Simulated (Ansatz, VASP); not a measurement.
# Mg4Se in VASP and in Ansatz

```
Mg Se
1.0
    -3.20845    3.20845    3.20845
     3.20845   -3.20845    3.20845
     3.20845    3.20845   -3.20845
Mg Se
4 1
Cartesian
  1.6042 1.6042 -1.6042
  -1.6042 1.6042 1.6042
  1.6042 1.6042 1.6042
  1.6042 -1.6042 1.6042
  0.0000 0.0000 0.0000
```

Change from the starting cell: species swapped into the NiHg4 type (Im-3m, No. 229).

Alike in both runs: functional PBE; k mesh 4 × 4 × 4; occupations gaussian, width 0.2 eV; no spin polarisation.

Ansatz relaxed the structure, and its values are those at the end. VASP's run is a single point on that final structure, the one shown.

|  | VASP | Ansatz |
| --- | --- | --- |
| version | VASP 6.6.1 | Ansatz 0.2.0 |
| potentials or method | VASP PAW PBE potentials, release 64 (Mg, Se), cutoff 600 eV | scalar-relativistic, plane waves, PAW |
| valence electrons in the cell | 14 | 56 |

```csv
,VASP,Ansatz,Ansatz less VASP
gap on the k mesh at the Fermi level (eV),none,none,-
pressure (GPa),0.0,0.0,+0.08
```

A gap of «none» marks a metal or a gap that the smearing closes. VASP's potentials hold 14 valence electrons a cell and Ansatz's 56, so a difference there can come from the potentials and not from the codes.
